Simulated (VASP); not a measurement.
# ZnS (I-4m2) in VASP: a series of runs

Runs on ZnS. Level: r2SCAN. Tasks: single point.

Everything below comes from runs of VASP 6.6.1. Logs are shortened: lines on timing, memory, paths and dates and some standing lists are left out, and cuts for length are marked.

### Step 1. The cell of the first run

The structure is tetragonal, space group I-4m2 (No. 119). Conventional cell: a = 3.882 Å, b = 3.882 Å, c = 5.328 Å, α = 90.00°, β = 90.00°, γ = 90.00°. Within 3.1 Å of Zn (site symmetry -4m2) lie 4 S at 2.35 Å. S (site symmetry -4m2) has 4 Zn at 2.35 Å within 3.1 Å.

### Step 2. Single point, r2SCAN (strain +0.015 along x and y, -0.015 along z)

The input, POSCAR:

```
ZnS
1.0
    0.0000000000      2.7452197500      2.6640802500
    2.7452197500      0.0000000000      2.6640802500
    2.7452197500      2.7452197500      0.0000000000
Zn S
1 1
Direct
    0.0000000000      0.0000000000      0.0000000000
    0.7500000000      0.7500000000      0.7500000000
```

The input, INCAR.step1:

```
SYSTEM = ZnS
PREC = Accurate
ENCUT = 520
ISMEAR = 0
SIGMA = 0.05
LREAL = .FALSE.
LASPH = .TRUE.
NELM = 80
NBANDS = 16
GGA = PE
ALGO = Normal
EDIFF = 1E-4
LWAVE = .TRUE.
LCHARG = .FALSE.
```

The input, INCAR.step2:

```
SYSTEM = ZnS
PREC = Accurate
ENCUT = 520
EDIFF = 1E-6
ISMEAR = 0
SIGMA = 0.05
LREAL = .FALSE.
LASPH = .TRUE.
NELM = 80
ALGO = Normal
ISIF = 2
LWAVE = .FALSE.
LCHARG = .TRUE.
METAGGA = R2SCAN
LMIXTAU = .TRUE.
LELF = .TRUE.
LVHAR = .TRUE.
NBANDS = 16
ISTART = 1
```

The input, KPOINTS:

```
regular mesh
0
G
  8 8 8
  0 0 0
```

Potentials or basis: VASP PAW PBE potentials, release 64 (Zn, S).

On the command line:

```
$ cat potpaw_PBE.64/Zn/POTCAR potpaw_PBE.64/S/POTCAR > POTCAR
$ cp INCAR.step1 INCAR
$ mpirun -np 1 vasp_std > vasp.out
$ cp INCAR.step2 INCAR
$ mpirun -np 1 vasp_std > vasp.out
```

OUTCAR:

```text
SYSTEM = ZnS
   PREC = Accurate
   ENCUT = 520
   EDIFF = 1E-6
   ISMEAR = 0
   LREAL = .FALSE.
   LASPH = .TRUE.
   NELM = 80
   ISIF = 2
   METAGGA = R2SCAN
   ISTART = 1

 ion  position               nearest neighbor table
   1  0.000  0.000  0.000-   2 2.35   2 2.35   2 2.35   2 2.35
   2  0.750  0.750  0.750-   1 2.35   1 2.35   1 2.35   1 2.35

  LATTYP: Found a body centered tetragonal cell.
 ALAT       =     3.8823270021
 C/A-ratio  =     1.3724141467

  Lattice vectors:

 A1 = (   0.0000000000,  -2.7452197500,  -2.6640802500)
 A2 = (   0.0000000000,   2.7452197500,  -2.6640802500)
 A3 = (   2.7452197500,   0.0000000000,   2.6640802500)

Analysis of symmetry for initial positions (statically):
=====================================================================
 Subroutine PRICEL returns:
 Original cell was already a primitive cell.

 Routine SETGRP: Setting up the symmetry group for a
 body centered tetragonal supercell.

 Subroutine GETGRP returns: Found  8 space group operations
 (whereof  8 operations were pure point group operations)
 out of a pool of 16 trial point group operations.

The static configuration has the point symmetry D_2d.

Analysis of symmetry for dynamics (positions and initial velocities):
=====================================================================
 Subroutine PRICEL returns:
 Original cell was already a primitive cell.

 Routine SETGRP: Setting up the symmetry group for a
 body centered tetragonal supercell.

 Subroutine GETGRP returns: Found  8 space group operations
 (whereof  8 operations were pure point group operations)
 out of a pool of 16 trial point group operations.

The dynamic configuration has the point symmetry D_2d.

 Subroutine INISYM returns: Found  8 space group operations
 (whereof  8 operations are pure point group operations),
 and found     1 'primitive' translations

----------------------------------------------------------------------------------------

                                     Primitive cell

  volume of cell :      40.1543

  direct lattice vectors                    reciprocal lattice vectors
     0.000000000  2.745219750  2.664080250    -0.182134782  0.182134782  0.187682034
     2.745219750  0.000000000  2.664080250     0.182134782 -0.182134782  0.187682034
     2.745219750  2.745219750  0.000000000     0.182134782  0.182134782 -0.187682034

  length of vectors
     3.825382994  3.825382994  3.882327002     0.318701590  0.318701590  0.318701590
[... 75 lines left out ...]
   ISPIN  =      1    spin polarized calculation?
   LNONCOLLINEAR =      F non collinear calculations
   LSORBIT =      F    spin-orbit coupling
   LASPH  =      T    aspherical Exc in radial PAW
   ENCUT  =  520.0 eV  38.22 Ry    6.18 a.u.   7.11  7.11  7.22*2*pi/ulx,y,z
   NELM   =     80;   NELMIN=  2; NELMDL=  0     # of ELM steps
   EDIFF  = 0.1E-05   stopping-criterion for ELM
   LREAL  =      F    real-space projection
   EDIFFG = 0.1E-04   stopping-criterion for IOM
   NSW    =      0    number of steps for IOM
   IBRION =     -1    ionic relax: 0-MD 1-quasi-New 2-CG
   NFREE  =      0    steps in history (QN), initial steepest desc. (CG)
   ISIF   =      2    stress and relaxation
   ISYM   =      2    0-nonsym 1-usesym 2-fastsym
   POTIM  = 0.5000    time-step for ionic-motion
   TEBEG  =    0.0;   TEEND  =   0.0 temperature during run
   PSTRESS=    0.0 pullay stress
   NELECT =      18.0000    total number of electrons
   NUPDOWN=      -1.0000    fix difference up-down
   EMIN   =  10.00;   EMAX   =-10.00  energy-range for DOS
   EFERMI =   0.00;   METHOD = LEGACY
   ISMEAR =     0;   SIGMA  =   0.05  broadening in eV -4-tet -1-fermi 0-gaus
   EFERMI_NEDOS =   21; number of points for ismear=-14 and -15
   IALGO  =     38    algorithm
   IMIX   =      4    mixing-type and parameters
     AMIX     =   0.40;   BMIX     =  1.00
     AMIX_MAG =   1.60;   BMIX_MAG =  1.00
  volume/ion in A,a.u.               =      20.08       135.49
  Fermi-wavevector in a.u.,A,eV,Ry     =   1.252916  2.367667 21.358392  1.569798
  Thomas-Fermi vector in A             =   2.386793
   LORBIT       =      0    0 simple, 1 ext, 2 COOP (PROOUT), +10 PAW based schemes
   METAGGA = R2SCAN    functional components
   LHFCALC =     F    Hartree Fock is set to
   AEXX    =    0.0000 exact exchange contribution
   IVDW    =     0    specifies the selected vdW correction
   LEPSILON=     F    determine dielectric tensor
   LRPA    =     F    only Hartree local field effects (RPA)
 non-spin polarized calculation
 Gauss-broadening in eV      SIGMA  =   0.05
  energy-cutoff  :      520.00
  volume of cell :       40.15
 maximum number of plane-waves:      1094
   NGX = 15   NGY = 15   NGZ = 15

 number of electron      18.0000007 magnetization

 Free energy of the ion-electron system (eV)
  ---------------------------------------------------
  ext. energy  EPLUGINS =         0.00000000
  ---------------------------------------------------
  free energy    TOTEN  =       -18.85710107 eV

  energy without entropy =      -18.85710107  energy(sigma->0) =      -18.85710107

 E-fermi :   1.9752     XC(G=0): -10.1957

 val. band max:        1.7329020137   @ k =   0.0000   0.0000   0.0000
 cond. band min:       4.2562917573   @ k =   0.0000   0.0000   0.0000
 fundamental gap:      2.5233897436
 Fermi energy:         1.9751959370

 k-point     1 :       0.0000    0.0000    0.0000
  band No.  band energies     occupation
      1     -11.8806      2.00000
      2      -4.7677      2.00000
      3      -4.7674      2.00000
      4      -4.7510      2.00000
      5      -4.2441      2.00000
      6      -4.2375      2.00000
[... 433 lines left out ...]
      3      -4.6237      2.00000
      4      -4.5493      2.00000
      5      -4.2433      2.00000
      6      -4.2094      2.00000
[... 8 lines left out ...]
     15      14.8685      0.00000
     16      15.3635      0.00000

 [... further k-points ...]
[... 5 lines left out ...]
  --------------------------------------------------------------------------------------
  -------------------------------------------------------------------------------------
  Total       -0.5942584     -0.5942584     -0.2851203      0.0000000      0.0000000      0.0000000
  in kB      -23.7112471    -23.7112471    -11.3764614      0.0000000      0.0000000      0.0000000
  external PRESSURE =     -19.5996519 kB  Pullay stress =       0.0000000 kB

 VOLUME and BASIS-vectors are now :
 -----------------------------------------------------------------------------
  energy-cutoff  :      520.00
  volume of cell :       40.15
      direct lattice vectors                 reciprocal lattice vectors
     0.000000000  2.745219750  2.664080250    -0.182134782  0.182134782  0.187682034
     2.745219750  0.000000000  2.664080250     0.182134782 -0.182134782  0.187682034
     2.745219750  2.745219750  0.000000000     0.182134782  0.182134782 -0.187682034

 POSITION                                       TOTAL-FORCE (eV/Angst)
 -----------------------------------------------------------------------------------
      0.00000      0.00000      0.00000         0.000000      0.000000      0.000000
      4.11783      4.11783      3.99612        -0.000000     -0.000000      0.000000
 -----------------------------------------------------------------------------------
    total drift:                                0.000193      0.000193      0.001056

  FREE ENERGIE OF THE ION-ELECTRON SYSTEM (eV)
  ---------------------------------------------------
  free  energy   TOTEN  =       -18.8571010667 eV

  energy  without entropy=      -18.8571010667  energy(sigma->0) =      -18.85710107
```

OUTCAR.step1:

```text
SYSTEM = ZnS
   PREC = Accurate
   ENCUT = 520
   ISMEAR = 0
   LREAL = .FALSE.
   LASPH = .TRUE.
[... 678 lines left out ...]
      0.00000      0.00000      0.00000         0.000000      0.000000     -0.000000
      4.11783      4.11783      3.99612        -0.000000     -0.000000      0.000000
 -----------------------------------------------------------------------------------
    total drift:                               -0.000002     -0.000002      0.000008

  FREE ENERGIE OF THE ION-ELECTRON SYSTEM (eV)
  ---------------------------------------------------
  free  energy   TOTEN  =        -6.8490554107 eV

  energy  without entropy=       -6.8490554107  energy(sigma->0) =       -6.84905541
```

OSZICAR.step1:

```text
N       E                     dE             d eps       ncg     rms          rms(c)
DAV:   1     0.895863666553E+02    0.89586E+02   -0.89198E+03  1896   0.135E+03
DAV:   2    -0.150137983369E+01   -0.91088E+02   -0.85409E+02  2208   0.259E+02
DAV:   3    -0.721519926691E+01   -0.57138E+01   -0.56916E+01  2384   0.636E+01
DAV:   4    -0.727604398259E+01   -0.60845E-01   -0.60832E-01  2312   0.686E+00
DAV:   5    -0.727678405391E+01   -0.74007E-03   -0.74005E-03  2424   0.717E-01    0.665E+00
DAV:   6    -0.686912532095E+01    0.40766E+00   -0.73669E-01  2848   0.297E+01    0.522E+00
DAV:   7    -0.684934692227E+01    0.19778E-01   -0.24345E-01  2216   0.441E+00    0.266E+00
DAV:   8    -0.684862851012E+01    0.71841E-03   -0.49877E-03  2488   0.810E-01    0.688E-01
DAV:   9    -0.684889096569E+01   -0.26246E-03   -0.12084E-03  2288   0.280E-01    0.101E-01
DAV:  10    -0.684906420421E+01   -0.17324E-03   -0.23484E-04  2280   0.141E-01    0.553E-02
DAV:  11    -0.684905541069E+01    0.87935E-05   -0.34383E-05  1280   0.858E-02
   1 F= -.68490554E+01 E0= -.68490554E+01  d E =-.985960E-17
```

Run time: 3 min. Hardware: 1 thread of AMD EPYC 7R43 (Zen 3), shared host; peak memory 0.15 GiB.

Results:

```yaml
Free_energy: -18.8571 eV
Pressure: -2.0 GPa
Band_gap_on_the_k_mesh: 2.52 eV, direct
```

Levels at points of the mesh, in eV from the valence-band top:
```tsv
k point	band 6	band 7	band 8	band 9	band 10	band 11	band 12	band 13
(0.00, 0.00, 0.00)	-5.97	-0.10	-0.10	0.00	2.52	6.85	6.86	6.86
(0.50, 0.00, 0.00)	-5.78	-5.34	-1.01	-0.85	3.70	7.21	7.49	9.28
(0.50, 0.50, 0.00)	-5.73	-4.49	-2.38	-2.38	3.60	4.22	11.79	12.59
(0.50, 0.00, 0.50)	-5.78	-4.67	-2.26	-2.19	3.75	4.52	11.43	12.49
```

Caveat: the cell differs from its parent crystal (strain +0.015 along x and y, -0.015 along z); the PAW data sets were made with another functional, which shifts forces and pressure a little.

[end of part 1 of 2]
